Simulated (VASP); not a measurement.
# Mo in VASP: single point with PBEsol

Aim: the single point of Mo with PBEsol.

Program: VASP 6.6.1. These are calculated values, not measurements. Logs are shortened: lines on timing, memory, paths and dates and some standing lists are left out, and cuts for length are marked.

### 1 The cell of the first run

The cell holds a slab with vacuum, 9 atoms: a = 3.135 Å, b = 3.135 Å, c = 24.540 Å, α = 90.00°, β = 90.00°, γ = 90.00°.

### 2 Single point, PBEsol

The input, INCAR:

```
  PREC = Accurate
  ENCUT = 520
  EDIFF = 1E-6
  ISMEAR = 1
  SIGMA = 0.1
  LREAL = False
  LASPH = True
  NELM = 80
  ALGO = Normal
  ISIF = 2
  LWAVE = False
  LCHARG = False
  GGA = PS
  NBANDS = 73
```

The input, KPOINTS:

```
Automatic mesh
0
Gamma
  16 16 1
```

The input, POSCAR:

```
Mo
1.0
    3.1350000000      0.0000000000      0.0000000000
    0.0000000000      3.1350000000      0.0000000000
    0.0000000000      0.0000000000     24.5400000000
Mo
9
Direct
    0.0000000000      0.0000000000      0.2444987775
    0.5000000000      0.5000000000      0.3083740831
    0.0000000000      0.0000000000      0.3722493888
    0.5000000000      0.5000000000      0.4361246944
    0.0000000000      0.0000000000      0.5000000000
    0.5000000000      0.5000000000      0.5638753056
    0.0000000000      0.0000000000      0.6277506112
    0.5000000000      0.5000000000      0.6916259169
    0.0000000000      0.0000000000      0.7555012225
```

Potentials or basis: VASP PAW PBE potentials, release 64 (Mo_sv).

Launch:

```
$ cat potpaw_PBE.64/Mo_sv/POTCAR > POTCAR
$ mpirun -np 1 vasp_std > vasp.out
```

OUTCAR:

```text
PREC = Accurate
   ENCUT = 520
   EDIFF = 1E-6
   ISMEAR = 1
   LREAL = False
   LASPH = True
   NELM = 80
   ISIF = 2
   GGA = PS

 ion  position               nearest neighbor table
   1  0.000  0.000  0.244-   2 2.71   2 2.71   2 2.71   2 2.71   3 3.14
   2  0.500  0.500  0.308-   1 2.71   1 2.71   1 2.71   1 2.71   3 2.71   3 2.71   3 2.71   3 2.71
                             4 3.14
   3  0.000  0.000  0.372-   4 2.71   4 2.71   4 2.71   4 2.71   2 2.71   2 2.71   2 2.71   2 2.71
                             5 3.13   1 3.14
   4  0.500  0.500  0.436-   3 2.71   5 2.71   3 2.71   5 2.71   3 2.71   5 2.71   3 2.71   5 2.71
                             6 3.13   2 3.14
   5  0.000  0.000  0.500-   4 2.71   6 2.71   4 2.71   6 2.71   4 2.71   6 2.71   4 2.71   6 2.71
                             3 3.13   7 3.13
   6  0.500  0.500  0.564-   5 2.71   7 2.71   5 2.71   7 2.71   5 2.71   7 2.71   5 2.71   7 2.71
                             4 3.13   8 3.14
   7  0.000  0.000  0.628-   6 2.71   6 2.71   6 2.71   6 2.71   8 2.71   8 2.71   8 2.71   8 2.71
                             5 3.13   9 3.14
   8  0.500  0.500  0.692-   9 2.71   9 2.71   9 2.71   9 2.71   7 2.71   7 2.71   7 2.71   7 2.71
                             6 3.14
   9  0.000  0.000  0.756-   8 2.71   8 2.71   8 2.71   8 2.71   7 3.14

  LATTYP: Found a simple tetragonal cell.
 ALAT       =     3.1350000000
 C/A-ratio  =     7.8277511962

  Lattice vectors:

 A1 = (   3.1350000000,   0.0000000000,   0.0000000000)
 A2 = (   0.0000000000,   3.1350000000,   0.0000000000)
 A3 = (   0.0000000000,   0.0000000000,  24.5400000000)

Analysis of symmetry for initial positions (statically):
=====================================================================
 Subroutine PRICEL returns:
 Original cell was already a primitive cell.

 Routine SETGRP: Setting up the symmetry group for a
 simple tetragonal supercell.

 Subroutine GETGRP returns: Found 16 space group operations
 (whereof 16 operations were pure point group operations)
 out of a pool of 16 trial point group operations.

The static configuration has the point symmetry D_4h.

Analysis of symmetry for dynamics (positions and initial velocities):
=====================================================================
 Subroutine PRICEL returns:
 Original cell was already a primitive cell.

 Routine SETGRP: Setting up the symmetry group for a
 simple tetragonal supercell.

 Subroutine GETGRP returns: Found 16 space group operations
 (whereof 16 operations were pure point group operations)
 out of a pool of 16 trial point group operations.

The dynamic configuration has the point symmetry D_4h.

 Subroutine INISYM returns: Found 16 space group operations
 (whereof 16 operations are pure point group operations),
 and found     1 'primitive' translations

----------------------------------------------------------------------------------------

                                     Primitive cell

  volume of cell :     241.1846

  direct lattice vectors                    reciprocal lattice vectors
     3.135000000  0.000000000  0.000000000     0.318979266  0.000000000  0.000000000
     0.000000000  3.135000000  0.000000000     0.000000000  0.318979266  0.000000000
     0.000000000  0.000000000 24.540000000     0.000000000  0.000000000  0.040749796

  length of vectors
     3.135000000  3.135000000 24.540000000     0.318979266  0.318979266  0.040749796

  position of ions in fractional coordinates (direct lattice)
     0.000000000  0.000000000  0.244498777
     0.500000000  0.500000000  0.308374083
     0.000000000  0.000000000  0.372249389
     0.500000000  0.500000000  0.436124694
     0.000000000  0.000000000  0.500000000
     0.500000000  0.500000000  0.563875306
     0.000000000  0.000000000  0.627750611
     0.500000000  0.500000000  0.691625917
     0.000000000  0.000000000  0.755501223

  ion indices of the primitive-cell ions
   primitive index   ion index
                 1           1
                 2           2
                 3           3
                 4           4
                 5           5
                 6           6
                 7           7
                 8           8
                 9           9

----------------------------------------------------------------------------------------

 KPOINTS: Automatic mesh

Automatic generation of k-mesh.
 Grid dimensions read from file:
 generate k-points for:   16   16    1

 Generating k-lattice:

  Cartesian coordinates                     Fractional coordinates (reciprocal lattice)
     0.019936204  0.000000000  0.000000000     0.062500000  0.000000000  0.000000000
     0.000000000  0.019936204  0.000000000     0.000000000  0.062500000  0.000000000
     0.000000000  0.000000000  0.040749796     0.000000000  0.000000000  1.000000000

  Length of vectors
     0.019936204  0.019936204  0.040749796

  Shift w.r.t. Gamma in fractional coordinates (k-lattice)
     0.000000000  0.000000000  0.000000000

 Subroutine IBZKPT returns following result:
 ===========================================

 Found     45 irreducible k-points:

 Following reciprocal coordinates:
            Coordinates               Weight
  0.000000  0.000000  0.000000      1.000000
  0.062500  0.000000  0.000000      4.000000
  0.125000  0.000000  0.000000      4.000000
  0.187500  0.000000  0.000000      4.000000
  0.250000  0.000000  0.000000      4.000000
  0.312500  0.000000  0.000000      4.000000
[... 16 lines left out ...]
  0.437500  0.125000  0.000000      8.000000
  0.500000  0.125000  0.000000      4.000000
 [... further k-points ...]
   k-points           NKPTS =     45   k-points in BZ     NKDIM =     45   number of bands    NBANDS=     73
   number of dos      NEDOS =    301   number of ions     NIONS =      9
   total plane-waves  NPLWV = 110592
   dimension x,y,z NGX =    24 NGY =   24 NGZ =  192
   dimension x,y,z NGXF=    48 NGYF=   48 NGZF=  384
   ions per type =               9
   NGX,Y,Z   is equivalent  to a cutoff of  12.73, 12.73, 13.01 a.u.
   NGXF,Y,Z  is equivalent  to a cutoff of  25.45, 25.45, 26.01 a.u.
 SYSTEM =  unknown system
   PREC   = accura    normal or accurate (medium, high low for compatibility)
   ISTART =      0    job   : 0-new  1-cont  2-samecut
   ICHARG =      2    charge: 1-file 2-atom 10-const
   ISPIN  =      1    spin polarized calculation?
   LNONCOLLINEAR =      F non collinear calculations
   LSORBIT =      F    spin-orbit coupling
   LASPH  =      T    aspherical Exc in radial PAW
   ENCUT  =  520.0 eV  38.22 Ry    6.18 a.u.   5.83  5.83 45.63*2*pi/ulx,y,z
   NELM   =     80;   NELMIN=  2; NELMDL= -5     # of ELM steps
   EDIFF  = 0.1E-05   stopping-criterion for ELM
   LREAL  =      F    real-space projection
   EDIFFG = 0.1E-04   stopping-criterion for IOM
   NSW    =      0    number of steps for IOM
   IBRION =     -1    ionic relax: 0-MD 1-quasi-New 2-CG
   NFREE  =      0    steps in history (QN), initial steepest desc. (CG)
   ISIF   =      2    stress and relaxation
   ISYM   =      2    0-nonsym 1-usesym 2-fastsym
   POTIM  = 0.5000    time-step for ionic-motion
   TEBEG  =    0.0;   TEEND  =   0.0 temperature during run
   PSTRESS=    0.0 pullay stress
   NELECT =     126.0000    total number of electrons
   NUPDOWN=      -1.0000    fix difference up-down
   EMIN   =  10.00;   EMAX   =-10.00  energy-range for DOS
   EFERMI =   0.00;   METHOD = LEGACY
   ISMEAR =     1;   SIGMA  =   0.10  broadening in eV -4-tet -1-fermi 0-gaus
   EFERMI_NEDOS =   21; number of points for ismear=-14 and -15
   IALGO  =     38    algorithm
   IMIX   =      4    mixing-type and parameters
     AMIX     =   0.40;   BMIX     =  1.00
     AMIX_MAG =   1.60;   BMIX_MAG =  1.00
  volume/ion in A,a.u.               =      26.80       180.84
  Fermi-wavevector in a.u.,A,eV,Ry     =   1.318505  2.491613 23.653124  1.738456
  Thomas-Fermi vector in A             =   2.448470
   LORBIT       =      0    0 simple, 1 ext, 2 COOP (PROOUT), +10 PAW based schemes
   GGA     = PS    functional components
   LHFCALC =     F    Hartree Fock is set to
   AEXX    =    0.0000 exact exchange contribution
   IVDW    =     0    specifies the selected vdW correction
   LEPSILON=     F    determine dielectric tensor
   LRPA    =     F    only Hartree local field effects (RPA)
 non-spin polarized calculation
 Methfessel and Paxton  Order N= 1 SIGMA  =   0.10
  energy-cutoff  :      520.00
  volume of cell :      241.18
 maximum number of plane-waves:      6568
 NGX is ok and might be reduce to    24
   NGX = 11   NGY = 11   NGZ = 91

 number of electron     125.9999996 magnetization

 Free energy of the ion-electron system (eV)
  ---------------------------------------------------
  ext. energy  EPLUGINS =         0.00000000
  ---------------------------------------------------
  free energy    TOTEN  =      -101.29992425 eV

  energy without entropy =     -101.29915200  energy(sigma->0) =     -101.29966683

 E-fermi :   5.6243     XC(G=0):  -8.7896

 val. band max:        5.6168362517   @ k =   0.3750   0.0000   0.0000
 cond. band min:       5.6296478936   @ k =   0.3750   0.1875   0.0000
 fundamental gap:      0.0128116419
 Fermi energy:         5.6242975386

 k-point     1 :       0.0000    0.0000    0.0000
  band No.  band energies     occupation
      1     -55.5201      2.00000
      2     -55.4523      2.00000
      3     -55.3838      2.00000
      4     -55.2326      2.00000
      5     -55.1909      2.00000
      6     -55.1171      2.00000
[... 65 lines left out ...]
     72       6.8192     -0.00000
     73       7.1414     -0.00000

 k-point     2 :       0.0625    0.0000    0.0000
  band No.  band energies     occupation
      1     -55.5152      2.00000
      2     -55.4482      2.00000
      3     -55.3811      2.00000
      4     -55.2307      2.00000
      5     -55.1900      2.00000
      6     -55.1184      2.00000
[... 1664 lines left out ...]
 k-point    24 :       0.5000    0.1250    0.0000
  band No.  band energies     occupation
      1     -55.3303      2.00000
      2     -55.2980      2.00000
      3     -55.2958      2.00000
      4     -55.2131      2.00000
      5     -55.2015      2.00000
      6     -55.1590      2.00000
[... 65 lines left out ...]
     72       7.3064     -0.00000
     73       7.3340     -0.00000

 [... further k-points ...]

------------------------ aborting loop because EDIFF is reached ----------------------------------------

  FORCE on cell =-STRESS in cart. coord.  units (eV):
  Direction    XX          YY          ZZ          XY          YZ          ZX
  --------------------------------------------------------------------------------------
  -------------------------------------------------------------------------------------
  Total       -9.0970257     -9.0970257     -6.0426634      0.0000000      0.0000000      0.0000000
  in kB      -60.4310797    -60.4310797    -40.1411062      0.0000000      0.0000000      0.0000000
  external PRESSURE =     -53.6677552 kB  Pullay stress =       0.0000000 kB

 VOLUME and BASIS-vectors are now :
 -----------------------------------------------------------------------------
  energy-cutoff  :      520.00
  volume of cell :      241.18
      direct lattice vectors                 reciprocal lattice vectors
     3.135000000  0.000000000  0.000000000     0.318979266  0.000000000  0.000000000
     0.000000000  3.135000000  0.000000000     0.000000000  0.318979266  0.000000000
     0.000000000  0.000000000 24.540000000     0.000000000  0.000000000  0.040749796

 POSITION                                       TOTAL-FORCE (eV/Angst)
 -----------------------------------------------------------------------------------
      0.00000      0.00000      6.00000         0.000000     -0.000000      1.555548
      1.56750      1.56750      7.56750         0.000000      0.000000     -1.299089
      0.00000      0.00000      9.13500         0.000000      0.000000     -0.254507
      1.56750      1.56750     10.70250        -0.000000     -0.000000      0.096360
      0.00000      0.00000     12.27000        -0.000000      0.000000      0.000000
      1.56750      1.56750     13.83750        -0.000000      0.000000     -0.096360
      0.00000      0.00000     15.40500        -0.000000      0.000000      0.254507
      1.56750      1.56750     16.97250        -0.000000      0.000000      1.299089
      0.00000      0.00000     18.54000        -0.000000      0.000000     -1.555548
 -----------------------------------------------------------------------------------
    total drift:                                0.000000      0.000000      0.000000

  FREE ENERGIE OF THE ION-ELECTRON SYSTEM (eV)
  ---------------------------------------------------
  free  energy   TOTEN  =      -101.2999242491 eV

  energy  without entropy=     -101.2991519956  energy(sigma->0) =     -101.29966683
```

Wall time 50 min (1 thread of Intel Xeon 8259CL, shared host); peak memory 0.62 GiB.

What came out:

| Quantity | Value |
| --- | --- |
| Free energy | -101.2999 eV |
| Largest force | 1.556 eV/Å |
| Band gap on the k mesh | zero (bands 63 and 64 overlap by 1.83 eV) |

Forces in eV/Å, atoms in the order of the input:
```
Mo   0.000  0.000  1.556
Mo   0.000  0.000 -1.299
Mo   0.000  0.000 -0.255
Mo   0.000  0.000  0.096
Mo   0.000  0.000  0.000
Mo   0.000  0.000 -0.096
Mo   0.000  0.000  0.255
Mo   0.000  0.000  1.299
Mo   0.000  0.000 -1.556
```

Levels at points of the mesh, in eV from the Fermi level:
```csv
k point,band 60,band 61,band 62,band 63,band 64,band 65,band 66,band 67
"(0.00, 0.00, 0.00)",-0.73,-0.73,-0.30,-0.21,-0.21,-0.21,-0.08,-0.08
"(0.50, 0.00, 0.00)",-0.74,-0.33,-0.23,-0.09,0.21,0.22,0.72,0.87
"(0.50, 0.50, 0.00)",0.65,0.65,1.60,1.61,1.86,1.86,2.10,2.12
```

Caveat: there is no dipole correction, which matters where the two faces differ; the PAW data sets were made with another functional, which shifts forces and pressure a little.
